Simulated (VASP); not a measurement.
BN, 48 atoms in the cell. Symmetry: P6_3/mmc, No. 194, hexagonal system. The conventional cell has a = 2.512 Å, b = 2.512 Å, c = 8.343 Å, α = 90.00°, β = 90.00°, γ = 120.00°. B (site symmetry -6m2) has 3 N at 1.45 Å within 1.9 Å. Within 1.9 Å of N (site symmetry -6m2) lie 3 B at 1.45 Å. 

```yaml
Program: VASP 6.6.1
Task: single point
Functional: PBE
Potentials_or_basis: VASP PAW PBE potentials, release 64 (B, N)
Cutoff: 520 eV
k_mesh: 2 × 2 × 2
Occupations: gaussian, width 0.01 eV
Spin: no spin polarisation
Dipole_correction: no
Further_INCAR_settings: LREAL = Auto; ALGO = Normal; EDIFF = 1e-07; NBANDS = 126
```

Potentials or basis: VASP PAW PBE potentials, release 64 (B, N).

Run with:

```console
$ cat potpaw_PBE.64/B/POTCAR potpaw_PBE.64/N/POTCAR > POTCAR
$ mpirun -np 1 vasp_std > vasp.out
```

Hardware: 1 thread of Intel(R) Xeon(R) Platinum 8375C CPU @ 2.90GHz (Ice Lake), on a shared host.

Problem. How long does it take, and how much memory?

Solution. Wall time 13 min on 1 thread of Intel(R) Xeon(R) Platinum 8375C CPU @ 2.90GHz (Ice Lake) (shared host), peak memory 0.7 GiB. Counts: scf iterations 16, k points 4.
